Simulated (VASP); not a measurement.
# WS2 (R3m) in VASP: a series of runs

WS2 is run at these levels: PBEsol; tasks: single point.

Program: VASP 6.6.1. These are calculated values, not measurements. Logs are shortened: lines on timing, memory, paths and dates and some standing lists are left out, and cuts for length are marked.

## Step 1: The cell of the first run

The structure is trigonal, space group R3m (No. 160). The conventional cell has a = 2.905 Å, b = 2.905 Å, c = 17.750 Å, α = 90.00°, β = 90.00°, γ = 120.00°. W (site symmetry 3m) has 6 S at 2.24 to 2.26 Å and 6 W at 2.91 Å within 3.0 Å. Within 3.1 Å of S (site symmetry 3m) lie 3 W at 2.24 Å and 7 S at 2.91 to 3.01 Å. Within 3.1 Å of S (site symmetry 3m) lie 3 W at 2.26 Å and 7 S at 2.91 to 3.01 Å.

## Step 2: Single point, PBEsol (strain -0.080 along x and y, -0.040 along z)

INCAR

```
SYSTEM = WS2
ALGO     = Normal         ! electronic algorithm
EDIFF    = 1E-6           ! SCF threshold, eV
ENCUT    = 520            ! plane-wave cutoff, eV
GGA      = PS             ! functional
ISIF     = 2              ! what is computed and relaxed
ISMEAR   = 0              ! smearing method
LASPH    = .True.         ! aspherical terms in the spheres
LCHARG   = .True.         ! write CHGCAR
LELF     = .True.         ! ELF
LREAL    = .False.        ! projectors in reciprocal space
LVHAR    = .True.       
LWAVE    = .False.        ! write WAVECAR
NBANDS   = 20             ! bands
NELM     = 60             ! most SCF steps
PREC     = Accurate       ! precision mode
SIGMA    = 0.05           ! smearing width, eV
```

KPOINTS

```
k-points
0
Gamma
  12 12 12
  0 0 0
```

POSCAR

```
WS2
1.0
    1.4526803535      0.8387053932      5.9167968000
   -1.4526803535      0.8387053932      5.9167968000
    0.0000000000     -1.6774107863      5.9167968000
W S
1 2
Direct
    0.0000000000      0.0000000000      0.0000000000
    0.7503000000      0.7503000000      0.7503000000
    0.5810000000      0.5810000000      0.5810000000
```

Potentials or basis: VASP PAW PBE potentials, release 64 (W_sv, S).

Launch:

```
$ cat potpaw_PBE.64/W_sv/POTCAR potpaw_PBE.64/S/POTCAR > POTCAR
$ mpirun -np 1 vasp_std > vasp.out
```

OUTCAR:

```text
SYSTEM = WS2
   EDIFF = 1E-6
   ENCUT = 520
   GGA = PS
   ISIF = 2
   ISMEAR = 0
   LASPH = .True.
   LREAL = .False.
   NELM = 60
   PREC = Accurate

 ion  position               nearest neighbor table
   1  0.000  0.000  0.000-   2 2.24   2 2.24   2 2.24   3 2.26   3 2.26   3 2.26
   2  0.750  0.750  0.750-   1 2.24   1 2.24   1 2.24
   3  0.581  0.581  0.581-   1 2.26   1 2.26   1 2.26

  LATTYP: Found a trigonal (rhomboedric) cell.
 ALAT       =     6.1499749039
 COS(alpha) =     0.8884104735

  Lattice vectors:

 A1 = (   1.4526803535,   0.8387053932,   5.9167968000)
 A2 = (  -1.4526803535,   0.8387053932,   5.9167968000)
 A3 = (   0.0000000000,  -1.6774107863,   5.9167968000)

Analysis of symmetry for initial positions (statically):
=====================================================================
 Subroutine PRICEL returns:
 Original cell was already a primitive cell.

 Routine SETGRP: Setting up the symmetry group for a
 trigonal (rhombohedral) supercell.

 Subroutine GETGRP returns: Found  6 space group operations
 (whereof  6 operations were pure point group operations)
 out of a pool of 12 trial point group operations.

The static configuration has the point symmetry C_3v.

Analysis of symmetry for dynamics (positions and initial velocities):
=====================================================================
 Subroutine PRICEL returns:
 Original cell was already a primitive cell.

 Routine SETGRP: Setting up the symmetry group for a
 trigonal (rhombohedral) supercell.

 Subroutine GETGRP returns: Found  6 space group operations
 (whereof  6 operations were pure point group operations)
 out of a pool of 12 trial point group operations.

The dynamic configuration has the point symmetry C_3v.

 Subroutine INISYM returns: Found  6 space group operations
 (whereof  6 operations are pure point group operations),
 and found     1 'primitive' translations

----------------------------------------------------------------------------------------

                                     Primitive cell

  volume of cell :      43.2531

  direct lattice vectors                    reciprocal lattice vectors
     1.452680353  0.838705393  5.916796800     0.344191342  0.198718964  0.056336789
    -1.452680353  0.838705393  5.916796800    -0.344191342  0.198718964  0.056336789
     0.000000000 -1.677410786  5.916796800     0.000000000 -0.397437928  0.056336789

  length of vectors
     6.149974904  6.149974904  6.149974904     0.401410937  0.401410937  0.401410937

  position of ions in fractional coordinates (direct lattice)
     0.000000000  0.000000000  0.000000000
     0.750300000  0.750300000  0.750300000
     0.581000000  0.581000000  0.581000000

  ion indices of the primitive-cell ions
   primitive index   ion index
                 1           1
                 2           2
                 3           3

----------------------------------------------------------------------------------------

 KPOINTS: k-points

Automatic generation of k-mesh.
 Grid dimensions read from file:
 generate k-points for:   12   12   12

 Generating k-lattice:

  Cartesian coordinates                     Fractional coordinates (reciprocal lattice)
     0.028682612  0.016559914  0.004694732     0.083333333  0.000000000  0.000000000
    -0.028682612  0.016559914  0.004694732     0.000000000  0.083333333  0.000000000
     0.000000000 -0.033119827  0.004694732     0.000000000  0.000000000  0.083333333

  Length of vectors
     0.033450911  0.033450911  0.033450911

  Shift w.r.t. Gamma in fractional coordinates (k-lattice)
     0.000000000  0.000000000  0.000000000

 Subroutine IBZKPT returns following result:
 ===========================================

 Found    189 irreducible k-points:

 Following reciprocal coordinates:
            Coordinates               Weight
  0.000000  0.000000  0.000000      1.000000
  0.083333  0.000000  0.000000      6.000000
  0.166667  0.000000 -0.000000      6.000000
  0.250000  0.000000  0.000000      6.000000
  0.333333  0.000000  0.000000      6.000000
  0.416667  0.000000  0.000000      6.000000
[... 16 lines left out ...]
  0.500000  0.166667  0.000000     12.000000
 -0.416667  0.166667 -0.000000     12.000000
 [... further k-points ...]
   k-points           NKPTS =    189   k-points in BZ     NKDIM =    189   number of bands    NBANDS=     20
   number of dos      NEDOS =    301   number of ions     NIONS =      3
   total plane-waves  NPLWV = 110592
   dimension x,y,z NGX =    48 NGY =   48 NGZ =   48
   dimension x,y,z NGXF=    96 NGYF=   96 NGZF=   96
   ions per type =               1   2
   NGX,Y,Z   is equivalent  to a cutoff of  12.98, 12.98, 12.98 a.u.
   NGXF,Y,Z  is equivalent  to a cutoff of  25.95, 25.95, 25.95 a.u.
 SYSTEM =  WS2
   PREC   = accura    normal or accurate (medium, high low for compatibility)
   ISTART =      0    job   : 0-new  1-cont  2-samecut
   ICHARG =      2    charge: 1-file 2-atom 10-const
   ISPIN  =      1    spin polarized calculation?
   LNONCOLLINEAR =      F non collinear calculations
   LSORBIT =      F    spin-orbit coupling
   LASPH  =      T    aspherical Exc in radial PAW
   ENCUT  =  520.0 eV  38.22 Ry    6.18 a.u.  11.43 11.43 11.43*2*pi/ulx,y,z
   NELM   =     60;   NELMIN=  2; NELMDL= -5     # of ELM steps
   EDIFF  = 0.1E-05   stopping-criterion for ELM
   LREAL  =      F    real-space projection
   EDIFFG = 0.1E-04   stopping-criterion for IOM
   NSW    =      0    number of steps for IOM
   IBRION =     -1    ionic relax: 0-MD 1-quasi-New 2-CG
   NFREE  =      0    steps in history (QN), initial steepest desc. (CG)
   ISIF   =      2    stress and relaxation
   ISYM   =      2    0-nonsym 1-usesym 2-fastsym
   POTIM  = 0.5000    time-step for ionic-motion
   TEBEG  =    0.0;   TEEND  =   0.0 temperature during run
   PSTRESS=    0.0 pullay stress
   NELECT =      26.0000    total number of electrons
   NUPDOWN=      -1.0000    fix difference up-down
   EMIN   =  10.00;   EMAX   =-10.00  energy-range for DOS
   EFERMI =   0.00;   METHOD = LEGACY
   ISMEAR =     0;   SIGMA  =   0.05  broadening in eV -4-tet -1-fermi 0-gaus
   EFERMI_NEDOS =   21; number of points for ismear=-14 and -15
   IALGO  =     38    algorithm
   IMIX   =      4    mixing-type and parameters
     AMIX     =   0.40;   BMIX     =  1.00
     AMIX_MAG =   1.60;   BMIX_MAG =  1.00
  volume/ion in A,a.u.               =      14.42        97.30
  Fermi-wavevector in a.u.,A,eV,Ry     =   1.381635  2.610912 25.972387  1.908917
  Thomas-Fermi vector in A             =   2.506401
   LORBIT       =      0    0 simple, 1 ext, 2 COOP (PROOUT), +10 PAW based schemes
   GGA     = PS    functional components
   LHFCALC =     F    Hartree Fock is set to
   AEXX    =    0.0000 exact exchange contribution
   IVDW    =     0    specifies the selected vdW correction
   LEPSILON=     F    determine dielectric tensor
   LRPA    =     F    only Hartree local field effects (RPA)
 non-spin polarized calculation
 Gauss-broadening in eV      SIGMA  =   0.05
  energy-cutoff  :      520.00
  volume of cell :       43.25
 maximum number of plane-waves:      1205
 NGX is ok and might be reduce to    48
   NGX = 23   NGY = 23   NGZ = 23

 number of electron      26.0000002 magnetization

 Free energy of the ion-electron system (eV)
  ---------------------------------------------------
  ext. energy  EPLUGINS =         0.00000000
  ---------------------------------------------------
  free energy    TOTEN  =       -23.88021402 eV

  energy without entropy =      -23.88021402  energy(sigma->0) =      -23.88021402

 E-fermi :  10.5161     XC(G=0): -12.1549

 val. band max:       10.0505434436   @ k =   0.5000   0.5000   0.5000
 cond. band min:      11.0145054356   @ k =  -0.1667   0.1667   0.0000
 fundamental gap:      0.9639619920
 Fermi energy:        10.5160758613

 k-point     1 :       0.0000    0.0000    0.0000
  band No.  band energies     occupation
      1     -63.9925      2.00000
      2     -28.6523      2.00000
      3     -28.0558      2.00000
      4     -28.0558      2.00000
      5      -7.1025      2.00000
      6      -4.3842      2.00000
[... 12 lines left out ...]
     19      19.0747      0.00000
     20      19.4988      0.00000

 k-point     2 :       0.0833    0.0000    0.0000
  band No.  band energies     occupation
      1     -63.9882      2.00000
      2     -28.6397      2.00000
      3     -28.1203      2.00000
      4     -28.0699      2.00000
      5      -6.9303      2.00000
      6      -4.3469      2.00000
[... 12 lines left out ...]
     19      19.3153      0.00000
     20      19.6340      0.00000

 k-point     3 :       0.1667    0.0000   -0.0000
  band No.  band energies     occupation
      1     -63.9765      2.00000
      2     -28.6053      2.00000
      3     -28.2934      2.00000
      4     -28.1084      2.00000
      5      -6.4401      2.00000
      6      -4.2403      2.00000
[... 12 lines left out ...]
     19      19.0979      0.00000
     20      19.8021      0.00000

 k-point     4 :       0.2500    0.0000    0.0000
  band No.  band energies     occupation
      1     -63.9605      2.00000
      2     -28.5581      2.00000
      3     -28.5227      2.00000
      4     -28.1605      2.00000
      5      -5.7050      2.00000
      6      -4.0817      2.00000
[... 12 lines left out ...]
     19      18.7544      0.00000
     20      20.5641      0.00000

 k-point     5 :       0.3333    0.0000    0.0000
  band No.  band energies     occupation
      1     -63.9445      2.00000
      2     -28.7449      2.00000
      3     -28.5100      2.00000
      4     -28.2120      2.00000
      5      -4.8471      2.00000
      6      -3.9040      2.00000
[... 12 lines left out ...]
     19      18.0622      0.00000
     20      19.1069      0.00000
[... 353 lines left out ...]
      6      -4.0393      2.00000
[... 12 lines left out ...]
     19      18.9276      0.00000
     20      19.9764      0.00000

 k-point    22 :       0.4167    0.1667    0.0000
  band No.  band energies     occupation
      1     -63.9387      2.00000
      2     -28.7434      2.00000
      3     -28.4926      2.00000
      4     -28.3187      2.00000
      5      -4.4548      2.00000
      6      -3.8342      2.00000
[... 12 lines left out ...]
     19      18.5295      0.00000
     20      19.4213      0.00000

 k-point    23 :       0.5000    0.1667    0.0000
  band No.  band energies     occupation
      1     -63.9285      2.00000
      2     -28.8495      2.00000
      3     -28.4620      2.00000
      4     -28.3844      2.00000
      5      -3.7964      2.00000
      6      -3.5988      2.00000
[... 12 lines left out ...]
     19      18.6610      0.00000
     20      19.5499      0.00000

 k-point    24 :      -0.4167    0.1667   -0.0000
  band No.  band energies     occupation
      1     -63.9248      2.00000
      2     -28.8875      2.00000
      3     -28.4508      2.00000
      4     -28.4088      2.00000
      5      -3.6106      2.00000
      6      -3.4099      2.00000
[... 12 lines left out ...]
     19      19.3628      0.00000
     20      19.6410      0.00000

 [... further k-points ...]

------------------------ aborting loop because EDIFF is reached ----------------------------------------

  FORCE on cell =-STRESS in cart. coord.  units (eV):
  Direction    XX          YY          ZZ          XY          YZ          ZX
  --------------------------------------------------------------------------------------
  -------------------------------------------------------------------------------------
  Total       14.8405020     14.8405020     13.5564535      0.0000000      0.0000000      0.0000000
  in kB      549.7202933    549.7202934    502.1567057      0.0000000      0.0000000      0.0000000
  external PRESSURE =     533.8657641 kB  Pullay stress =       0.0000000 kB

 VOLUME and BASIS-vectors are now :
 -----------------------------------------------------------------------------
  energy-cutoff  :      520.00
  volume of cell :       43.25
      direct lattice vectors                 reciprocal lattice vectors
     1.452680353  0.838705393  5.916796800     0.344191342  0.198718964  0.056336789
    -1.452680353  0.838705393  5.916796800    -0.344191342  0.198718964  0.056336789
     0.000000000 -1.677410786  5.916796800     0.000000000 -0.397437928  0.056336789

 POSITION                                       TOTAL-FORCE (eV/Angst)
 -----------------------------------------------------------------------------------
      0.00000      0.00000      0.00000         0.000000     -0.000000     -0.960514
      0.00000      0.00000     13.31812         0.000000      0.000000      4.660369
      0.00000      0.00000     10.31298         0.000000     -0.000000     -3.699856
 -----------------------------------------------------------------------------------
    total drift:                                0.000000     -0.000000     -0.000067

  FREE ENERGIE OF THE ION-ELECTRON SYSTEM (eV)
  ---------------------------------------------------
  free  energy   TOTEN  =       -23.8802140183 eV

  energy  without entropy=      -23.8802140183  energy(sigma->0) =      -23.88021402
```

Wall time 17 min (1 thread of Intel Xeon 8259CL, shared host); peak memory 0.42 GiB.

What came out:

* Free energy: -23.8802 eV
* Pressure: 53.4 GPa
* Largest force: 4.660 eV/Å
* Band gap on the k mesh: 0.96 eV (least direct gap 2.55 eV)

Forces on the atoms (eV/Å):
```
W    0.000  0.000 -0.961
S    0.000  0.000  4.660
S    0.000  0.000 -3.700
```

Stress tensor (GPa, compression positive):
```
54.97  0.00  0.00
 0.00 54.97  0.00
 0.00  0.00 50.22
```

Caveat: the cell differs from its parent crystal (strain -0.080 along x and y, -0.040 along z); the cell stands under pressure; the PAW data sets were made with another functional, which shifts forces and pressure a little; spin-orbit coupling is left out, which moves the levels of the heavy elements.

## Step 3: Single point, PBEsol (strain -0.080 along x and y, +0.000 along z)

INCAR

```
ALGO = Normal
EDIFF = 1E-7
ENCUT = 520
GGA = PS
ISIF = 2
ISMEAR = 0
LASPH = True
LCHARG = False
LREAL = False
LWAVE = False
NBANDS = 20
NELM = 80
PREC = Accurate
SIGMA = 0.05
```

KPOINTS

```
k-points
0
Gamma
  12 12 12
```

POSCAR

```
WS2
1.0
    1.4526803535      0.8387053932      6.1633300000
   -1.4526803535      0.8387053932      6.1633300000
    0.0000000000     -1.6774107863      6.1633300000
W S
1 2
Direct
    0.0000000000      0.0000000000      0.0000000000
    0.7503000000      0.7503000000      0.7503000000
    0.5810000000      0.5810000000      0.5810000000
```

Potentials or basis: VASP PAW PBE potentials, release 64 (W_sv, S).

Launch:

```
$ cat potpaw_PBE.64/W_sv/POTCAR potpaw_PBE.64/S/POTCAR > POTCAR
$ mpirun -np 1 vasp_std > vasp.out
```

It took 16 min on 1 thread of Intel Xeon 8259CL, shared host; peak memory 0.42 GiB.

Results (log left out):

```
Free energy            : -24.3197 eV
Pressure               : 38.6 GPa
Largest force          : 2.805 eV/Å
Band gap on the k mesh : 1.26 eV (least direct gap 2.36 eV)
```

Forces in eV/Å, atoms in the order of the input:
```
W    0.000  0.000 -0.877
S    0.000  0.000  2.805
S    0.000  0.000 -1.928
```

Stress tensor (GPa, compression positive):
```
43.72  0.00  0.00
 0.00 43.72  0.00
 0.00  0.00 28.33
```

Levels at points of the mesh, in eV from the valence-band top:
```
           k point  band 9  band 10  band 11  band 12  band 13  band 14  band 15  band 16  band 17  band 18
(0.00, 0.00, 0.00)   -2.94    -1.90    -1.62    -1.28    -1.28     3.58     3.58     3.92     3.92     6.80
(0.50, 0.00, 0.00)   -5.58    -3.76    -2.60    -1.45    -0.69     3.32     4.23     4.46     5.24     6.36
(0.50, 0.50, 0.00)   -5.31    -3.70    -3.30    -1.09    -0.89     3.57     4.20     4.25     5.81     6.70
(0.50, 0.50, 0.50)   -2.95    -2.95    -1.26    -1.26     0.00     3.68     3.68     3.77     3.77     6.77
```

Caveat: the cell differs from its parent crystal (strain -0.080 along x and y, +0.000 along z); the stress differs along the axes, from 28 to 44 GPa; the PAW data sets were made with another functional, which shifts forces and pressure a little; spin-orbit coupling is left out, which moves the levels of the heavy elements. A k mesh can miss the band edges.
